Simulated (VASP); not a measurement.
# MgSi3N2 (R-3m) in VASP: further runs, part 2 of 2

VASP 6.6.1. Earlier steps stand in the parts before.

## 5. Single point, PBE, collinear spin, ferromagnetic start

INCAR reads:

```
SYSTEM = MgSi3N2
ALGO = Normal ; EDIFF = 1E-6
ENCUT = 520 ; GGA = PE
ISIF = 2 ; ISMEAR = 0
ISPIN = 2 ; LASPH = .TRUE.
LCHARG = .FALSE. ; LORBIT = 11
LREAL = .FALSE. ; LWAVE = .FALSE.
MAGMOM = 0 0 0 0 1 1 ; NBANDS = 25
NELM = 150 ; PREC = Accurate
SIGMA = 0.1
```

KPOINTS reads:

```
k-points
0
G
  6 6 6
  0 0 0
```

POSCAR reads:

```
MgSi3N2
1.0
    2.4364301200      1.4066735900      3.9402007400
   -2.4364301200      1.4066735900      3.9402007400
    0.0000000000     -2.8133471700      3.9402007400
Mg Si N
1 3 2
Direct
    0.0000000000      0.0000000000      0.0000000000
    0.0000000000      0.5000000000      0.0000000000
    0.5000000000      0.0000000000      0.0000000000
    0.0000000000      0.0000000000      0.5000000000
    0.6225940000      0.6225940000      0.6225940000
    0.3774060000      0.3774060000      0.3774060000
```

On the command line:

```console
$ cat potpaw_PBE.64/Mg/POTCAR potpaw_PBE.64/Si/POTCAR potpaw_PBE.64/N/POTCAR > POTCAR
$ mpirun -np 1 vasp_std > vasp.out
```

Wall time 55 s (1 thread of Intel Xeon 6975P-C (Granite Rapids), shared host); peak memory 0.29 GiB.

Results (log left out):

```yaml
Free_energy: -23.4809 eV
Pressure: 6.3 GPa
Largest_force: 0.429 eV/Å
Band_gap_on_the_k_mesh: zero (filled and empty bands overlap)
Net_moment: 0.00 μB per cell
Valence_electrons_inside_the_program's_atomic_spheres: Mg 0.48; Si 1.62; N 3.35
```

Forces on the atoms (eV/Å):
```
Mg   0.000  0.000  0.000
Si   0.000  0.000  0.000
Si   0.000  0.000  0.000
Si   0.000  0.000  0.000
N    0.000  0.000  0.429
N    0.000  0.000 -0.429
```

Stress tensor (GPa, compression positive):
```
 1.72  0.00  0.00
 0.00  1.72  0.00
 0.00  0.00 15.35
```

Levels at points of the mesh, in eV from the Fermi level:
Spin up:
```csv
k point,band 8,band 9,band 10,band 11,band 12,band 13,band 14,band 15,band 16,band 17
"(0.00, 0.00, 0.00)",-3.96,-3.95,-2.64,-2.14,-2.14,0.21,0.21,1.40,2.00,2.12
"(0.50, 0.00, 0.00)",-3.35,-3.14,-1.81,-0.66,0.29,0.62,0.85,0.99,2.53,3.56
"(0.50, 0.50, 0.00)",-1.97,-0.72,-0.66,-0.24,-0.03,0.64,1.15,1.42,1.81,2.15
"(0.50, 0.50, 0.50)",-4.57,-3.37,-1.53,-0.60,-0.60,0.41,0.44,0.44,3.17,3.17
```
Spin down:
```csv
k point,band 9,band 10,band 11,band 12,band 13,band 14,band 15,band 16
"(0.00, 0.00, 0.00)",-3.95,-2.64,-2.14,-2.14,0.21,0.21,1.40,2.00
"(0.50, 0.00, 0.00)",-3.14,-1.81,-0.66,0.29,0.62,0.85,0.99,2.53
"(0.50, 0.50, 0.00)",-0.72,-0.66,-0.24,-0.03,0.64,1.15,1.42,1.81
"(0.50, 0.50, 0.50)",-3.37,-1.53,-0.60,-0.60,0.41,0.44,0.44,3.17
```

Caveat: the stress differs along the axes, from 2 to 15 GPa.

## 6. Single point, PBE, collinear spin, ferromagnetic start

This run uses another cell than the first one, of 15.87 Å³/atom.

INCAR reads:

```
ALGO = Normal ; EDIFF = 1E-6
ENCUT = 520 ; GGA = PE
ISIF = 2 ; ISMEAR = 0
ISPIN = 2 ; LASPH = T
LCHARG = T ; LELF = T
LORBIT = 11 ; LREAL = F
LVHAR = T ; LWAVE = F
MAGMOM = 0 0 0 0 1 1 ; NBANDS = 25
NELM = 150 ; PREC = Accurate
SIGMA = 0.1
```

KPOINTS reads:

```
k-points
0
Gamma
  6 6 6
```

POSCAR reads:

```
MgSi3N2
1.0
    2.3687738834      1.3676122392      4.8997899828
   -2.3687738834      1.3676122392      4.8997899828
    0.0000000000     -2.7352244785      4.8997899828
Mg Si N
1 3 2
Direct
    0.0000000000      0.0000000000      0.0000000000
    0.0000000000      0.5000000000      0.0000000000
    0.5000000000      0.0000000000      0.0000000000
    0.0000000000      0.0000000000      0.5000000000
    0.7443992478      0.7443992478      0.7443992478
    0.2556007522      0.2556007522      0.2556007522
```

Potentials or basis: VASP PAW PBE potentials, release 64 (Mg, Si, N).

On the command line:

```console
$ cat potpaw_PBE.64/Mg/POTCAR potpaw_PBE.64/Si/POTCAR potpaw_PBE.64/N/POTCAR > POTCAR
$ mpirun -np 1 vasp_std > vasp.out
```

Wall time 99 s (1 thread of Intel Xeon 6975P-C (Granite Rapids), shared host); peak memory 0.38 GiB.

Results (log left out):

```
Free energy                                           : -30.9638 eV
Pressure                                              : -0.1 GPa
Largest force                                         : 0.030 eV/Å
Band gap on the k mesh                                : zero (filled and empty bands overlap)
Net moment                                            : 0.00 μB per cell
Valence electrons inside the program's atomic spheres : Mg 0.29; Si 1.62; N 3.67
```

Forces on the atoms (eV/Å):
```
Mg   0.000  0.000  0.000
Si   0.000  0.000  0.000
Si   0.000  0.000  0.000
Si   0.000  0.000  0.000
N    0.000  0.000 -0.030
N    0.000  0.000  0.030
```

Levels at points of the mesh, in eV from the Fermi level:
Spin up:
| k point | band 10 | band 11 | band 12 | band 13 | band 14 | band 15 |
| --- | --- | --- | --- | --- | --- | --- |
| (0.00, 0.00, 0.00) | -2.35 | -1.92 | -1.92 | 0.81 | 0.81 | 1.73 |
| (0.50, 0.00, 0.00) | -1.57 | -0.61 | 0.21 | 0.44 | 0.84 | 2.99 |
| (0.50, 0.50, 0.00) | -2.16 | -0.67 | 0.34 | 0.42 | 1.29 | 2.20 |
| (0.50, 0.50, 0.50) | -2.14 | -1.55 | -1.55 | 1.31 | 1.31 | 1.94 |
Spin down:
| k point | band 10 | band 11 | band 12 | band 13 | band 14 | band 15 |
| --- | --- | --- | --- | --- | --- | --- |
| (0.00, 0.00, 0.00) | -2.35 | -1.92 | -1.92 | 0.81 | 0.81 | 1.73 |
| (0.50, 0.00, 0.00) | -1.57 | -0.61 | 0.21 | 0.44 | 0.84 | 2.99 |
| (0.50, 0.50, 0.00) | -2.16 | -0.67 | 0.34 | 0.42 | 1.29 | 2.20 |
| (0.50, 0.50, 0.50) | -2.14 | -1.55 | -1.55 | 1.31 | 1.31 | 1.94 |

## 7. Single point, PBE

This run uses another cell than the first one, of 15.86 Å³/atom.

INCAR reads:

```
SYSTEM = MgSi3N2
PREC = Accurate ; ENCUT = 520
EDIFF = 1E-6 ; ISMEAR = 0
SIGMA = 0.1 ; LREAL = .FALSE.
LASPH = .TRUE. ; NELM = 60
ALGO = Normal ; ISIF = 2
LWAVE = .FALSE. ; LCHARG = .FALSE.
GGA = PE ; NBANDS = 21
```

KPOINTS reads:

```
Automatic mesh
0
G
  12 12 12
  0 0 0
```

POSCAR reads:

```
MgSi3N2
1.0
    2.3687765913      1.3676138026      4.8953672381
   -2.3687765913      1.3676138026      4.8953672381
    0.0000000000     -2.7352276053      4.8953672380
Mg Si N
1 3 2
Direct
    0.0000000000      0.0000000000      0.0000000000
    0.0000000000      0.5000000000      0.0000000000
    0.5000000000      0.0000000000      0.0000000000
    0.0000000000      0.0000000000      0.5000000000
    0.7443224689      0.7443224689      0.7443224689
    0.2556775311      0.2556775311      0.2556775311
```

Potentials or basis: VASP PAW PBE potentials, release 64 (Mg, Si, N).

On the command line:

```console
$ cat potpaw_PBE.64/Mg/POTCAR potpaw_PBE.64/Si/POTCAR potpaw_PBE.64/N/POTCAR > POTCAR
$ mpirun -np 1 vasp_std > vasp.out
```

OUTCAR:

```text
SYSTEM = MgSi3N2
   PREC = Accurate
   ENCUT = 520
   EDIFF = 1E-6
   ISMEAR = 0
   LREAL = .FALSE.
   LASPH = .TRUE.
   NELM = 60
   ISIF = 2
   GGA = PE

 ion  position               nearest neighbor table
   1  0.000  0.000  0.000-   4 2.80   4 2.80   2 2.80   3 2.80   2 2.80   3 2.80
   2  0.000  0.500  0.000-   5 1.89   6 1.89   4 2.37   4 2.37   3 2.37   3 2.37   1 2.80   1 2.80

   3  0.500  0.000  0.000-   5 1.89   6 1.89   4 2.37   4 2.37   2 2.37   2 2.37   1 2.80   1 2.80

   4  0.000  0.000  0.500-   5 1.89   6 1.89   2 2.37   3 2.37   2 2.37   3 2.37   1 2.80   1 2.80

   5  0.744  0.744  0.744-   2 1.89   3 1.89   4 1.89
   6  0.256  0.256  0.256-   2 1.89   3 1.89   4 1.89

  LATTYP: Found a trigonal (rhomboedric) cell.
 ALAT       =     5.6076813790
 COS(alpha) =     0.6431287668

  Lattice vectors:

 A1 = (   2.3687765913,   1.3676138026,   4.8953672381)
 A2 = (  -2.3687765913,   1.3676138026,   4.8953672381)
 A3 = (   0.0000000000,  -2.7352276053,   4.8953672380)

Analysis of symmetry for initial positions (statically):
=====================================================================
 Subroutine PRICEL returns:
 Original cell was already a primitive cell.

 Routine SETGRP: Setting up the symmetry group for a
 trigonal (rhombohedral) supercell.

 Subroutine GETGRP returns: Found 12 space group operations
 (whereof 12 operations were pure point group operations)
 out of a pool of 12 trial point group operations.

The static configuration has the point symmetry D_3d.

Analysis of symmetry for dynamics (positions and initial velocities):
=====================================================================
 Subroutine PRICEL returns:
 Original cell was already a primitive cell.

 Routine SETGRP: Setting up the symmetry group for a
 trigonal (rhombohedral) supercell.

 Subroutine GETGRP returns: Found 12 space group operations
 (whereof 12 operations were pure point group operations)
 out of a pool of 12 trial point group operations.

The dynamic configuration has the point symmetry D_3d.

 Subroutine INISYM returns: Found 12 space group operations
 (whereof 12 operations are pure point group operations),
 and found     1 'primitive' translations

----------------------------------------------------------------------------------------

                                     Primitive cell

  volume of cell :      95.1534

  direct lattice vectors                    reciprocal lattice vectors
     2.368776591  1.367613803  4.895367238     0.211079425  0.121866763  0.068091589
    -2.368776591  1.367613803  4.895367238    -0.211079425  0.121866763  0.068091589
     0.000000000 -2.735227605  4.895367238     0.000000000 -0.243733525  0.068091589

  length of vectors
     5.607681379  5.607681379  5.607681379     0.253066189  0.253066189  0.253066189

  position of ions in fractional coordinates (direct lattice)
     0.000000000  0.000000000  0.000000000
     1.000000000  0.500000000  0.000000000
     0.500000000  1.000000000  0.000000000
     0.000000000  0.000000000  0.500000000
     0.744322469  0.744322469  0.744322469
     0.255677531  0.255677531  0.255677531

  ion indices of the primitive-cell ions
   primitive index   ion index
[... 26 lines left out ...]
     0.000000000  0.000000000  0.000000000

 Subroutine IBZKPT returns following result:
 ===========================================

 Found    189 irreducible k-points:

 Following reciprocal coordinates:
            Coordinates               Weight
  0.000000  0.000000  0.000000      1.000000
  0.083333 -0.000000 -0.000000      6.000000
  0.166667  0.000000 -0.000000      6.000000
  0.250000 -0.000000  0.000000      6.000000
  0.333333 -0.000000 -0.000000      6.000000
  0.416667 -0.000000  0.000000      6.000000
[... 16 lines left out ...]
  0.500000  0.166667 -0.000000     12.000000
 -0.416667  0.166667  0.000000     12.000000
 [... further k-points ...]
   k-points           NKPTS =    189   k-points in BZ     NKDIM =    189   number of bands    NBANDS=     21
   number of dos      NEDOS =    301   number of ions     NIONS =      6
   total plane-waves  NPLWV =  74088
   dimension x,y,z NGX =    42 NGY =   42 NGZ =   42
   dimension x,y,z NGXF=    84 NGYF=   84 NGZF=   84
   ions per type =               1   3   2
   NGX,Y,Z   is equivalent  to a cutoff of  12.45, 12.45, 12.45 a.u.
   NGXF,Y,Z  is equivalent  to a cutoff of  24.90, 24.90, 24.90 a.u.
 SYSTEM =  MgSi3N2
   PREC   = accura    normal or accurate (medium, high low for compatibility)
   ISTART =      0    job   : 0-new  1-cont  2-samecut
   ICHARG =      2    charge: 1-file 2-atom 10-const
   ISPIN  =      1    spin polarized calculation?
   LNONCOLLINEAR =      F non collinear calculations
   LSORBIT =      F    spin-orbit coupling
   LASPH  =      T    aspherical Exc in radial PAW
   ENCUT  =  520.0 eV  38.22 Ry    6.18 a.u.  10.43 10.43 10.43*2*pi/ulx,y,z
   NELM   =     60;   NELMIN=  2; NELMDL= -5     # of ELM steps
   EDIFF  = 0.1E-05   stopping-criterion for ELM
   LREAL  =      F    real-space projection
   EDIFFG = 0.1E-04   stopping-criterion for IOM
   NSW    =      0    number of steps for IOM
   IBRION =     -1    ionic relax: 0-MD 1-quasi-New 2-CG
   NFREE  =      0    steps in history (QN), initial steepest desc. (CG)
   ISIF   =      2    stress and relaxation
   ISYM   =      2    0-nonsym 1-usesym 2-fastsym
   POTIM  = 0.5000    time-step for ionic-motion
   TEBEG  =    0.0;   TEEND  =   0.0 temperature during run
   PSTRESS=    0.0 pullay stress
   NELECT =      24.0000    total number of electrons
   NUPDOWN=      -1.0000    fix difference up-down
   EMIN   =  10.00;   EMAX   =-10.00  energy-range for DOS
   EFERMI =   0.00;   METHOD = LEGACY
   ISMEAR =     0;   SIGMA  =   0.10  broadening in eV -4-tet -1-fermi 0-gaus
   EFERMI_NEDOS =   21; number of points for ismear=-14 and -15
   IALGO  =     38    algorithm
   IMIX   =      4    mixing-type and parameters
     AMIX     =   0.40;   BMIX     =  1.00
     AMIX_MAG =   1.60;   BMIX_MAG =  1.00
  volume/ion in A,a.u.               =      15.86       107.02
  Fermi-wavevector in a.u.,A,eV,Ry     =   1.034357  1.954652 14.556803  1.069895
  Thomas-Fermi vector in A             =   2.168649
   LORBIT       =      0    0 simple, 1 ext, 2 COOP (PROOUT), +10 PAW based schemes
   GGA     = PE    functional components
   LHFCALC =     F    Hartree Fock is set to
   AEXX    =    0.0000 exact exchange contribution
   IVDW    =     0    specifies the selected vdW correction
   LEPSILON=     F    determine dielectric tensor
   LRPA    =     F    only Hartree local field effects (RPA)
 non-spin polarized calculation
 Gauss-broadening in eV      SIGMA  =   0.10
  energy-cutoff  :      520.00
  volume of cell :       95.15
 maximum number of plane-waves:      2584
 NGX is ok and might be reduce to    42
   NGX = 21   NGY = 21   NGZ = 21

 number of electron      23.9999998 magnetization

 Free energy of the ion-electron system (eV)
  ---------------------------------------------------
  ext. energy  EPLUGINS =         0.00000000
  ---------------------------------------------------
  free energy    TOTEN  =       -30.94920121 eV

  energy without entropy =      -30.94065162  energy(sigma->0) =      -30.94492641

 E-fermi :   5.0595     XC(G=0):  -9.3928

 val. band max:        5.0414912633   @ k =  -0.4167  -0.4167   0.2500
 cond. band min:       5.0755657885   @ k =  -0.4167   0.0833   0.0000
 fundamental gap:      0.0340745251
 Fermi energy:         5.0595060715

 k-point     1 :       0.0000    0.0000    0.0000
  band No.  band energies     occupation
      1     -12.2434      2.00000
      2     -10.7616      2.00000
      3      -3.1981      2.00000
      4      -1.6714      2.00000
      5      -1.6611      2.00000
      6      -1.6611      2.00000
[... 565 lines left out ...]
     20      11.6824      0.00000
     21      12.6492      0.00000

 [... further k-points ...]
[... 5 lines left out ...]
  --------------------------------------------------------------------------------------
  -------------------------------------------------------------------------------------
  Total       -0.0535547     -0.0535547     -0.0329135      0.0000000     -0.0000000     -0.0000000
  in kB       -0.9017454     -0.9017454     -0.5541923      0.0000000     -0.0000000     -0.0000000
  external PRESSURE =      -0.7858944 kB  Pullay stress =       0.0000000 kB

 VOLUME and BASIS-vectors are now :
 -----------------------------------------------------------------------------
  energy-cutoff  :      520.00
  volume of cell :       95.15
      direct lattice vectors                 reciprocal lattice vectors
     2.368776591  1.367613803  4.895367238     0.211079425  0.121866763  0.068091589
    -2.368776591  1.367613803  4.895367238    -0.211079425  0.121866763  0.068091589
     0.000000000 -2.735227605  4.895367238     0.000000000 -0.243733525  0.068091589

 POSITION                                       TOTAL-FORCE (eV/Angst)
 -----------------------------------------------------------------------------------
      0.00000      0.00000      0.00000        -0.000000     -0.000000     -0.000000
     -1.18439      0.68381      2.44768        -0.000000     -0.000000     -0.000000
      1.18439      0.68381      2.44768         0.000000     -0.000000     -0.000000
      0.00000     -1.36761      2.44768        -0.000000      0.000000     -0.000000
      0.00000     -0.00000     10.93120        -0.000000      0.000000     -0.023835
      0.00000     -0.00000      3.75491        -0.000000     -0.000000      0.023835
 -----------------------------------------------------------------------------------
    total drift:                               -0.000000      0.000000     -0.000000

  FREE ENERGIE OF THE ION-ELECTRON SYSTEM (eV)
  ---------------------------------------------------
  free  energy   TOTEN  =       -30.9492012105 eV

  energy  without entropy=      -30.9406516178  energy(sigma->0) =      -30.94492641
```

Run time: 3.1 min. Hardware: 1 thread of Intel Xeon 6975P-C (Granite Rapids), shared host; peak memory 0.51 GiB.

What came out:

| Item | Value |
| --- | --- |
| Free energy | -30.9492 eV |
| Pressure | -0.1 GPa |
| Largest force | 0.024 eV/Å |
| Band gap on the k mesh | zero (bands 12 and 13 overlap by 0.86 eV) |

Forces in eV/Å, atoms in the order of the input:
```
Mg   0.000  0.000  0.000
Si   0.000  0.000  0.000
Si   0.000  0.000  0.000
Si   0.000  0.000  0.000
N    0.000  0.000 -0.024
N    0.000  0.000  0.024
```

## 8. The runs side by side

| task | spin | cell | k mesh | cutoff (eV) | gap on the mesh (eV) | pressure (GPa) | moment (μB) | largest force (eV/Å) |
| --- | --- | --- | --- | --- | --- | --- | --- | --- |
| single point | off | a = 4.841 Å, angles 60.4°, 6 atoms, atomic positions A | 6 × 6 × 6 | 520 | none | 6.3 | - | 0.43 |
| single point | off | a = 5.612 Å, angles 49.9°, 6 atoms, atomic positions B | 6 × 6 × 6 | 520 | none | -0.1 | - | 0.03 |
| relaxation of cell and atoms | off | relaxed from a = 4.841 Å, angles 60.4°, 6 atoms, atomic positions A | 6 × 6 × 6 | 600 | none | 0.3 | - | 0.03 |
| single point | collinear, ferromagnetic start | a = 4.841 Å, angles 60.4°, 6 atoms, atomic positions A | 6 × 6 × 6 | 520 | none | 6.3 | 0.00 | 0.43 |
| single point | collinear, ferromagnetic start | a = 5.612 Å, angles 49.9°, 6 atoms, atomic positions B | 6 × 6 × 6 | 520 | none | -0.1 | 0.00 | 0.03 |
| single point | off | a = 5.608 Å, angles 50.0°, 6 atoms, atomic positions C | 12 × 12 × 12 | 520 | none | -0.1 | - | 0.02 |

Alike in all rows: level PBE; potentials or basis VASP PAW PBE potentials, release 64 (Mg, Si, N); smearing gaussian 0.1 eV.

Caveats: the stress differs along the axes, from 2 to 15 GPa (at least some runs); the volume moved by over 15 % at a fixed basis, so the end points are rough (at least some runs).

Absolute energies hang on the potentials; compare differences alone.

The gap in the log of VASP goes by the Fermi energy; the results here count the filled bands.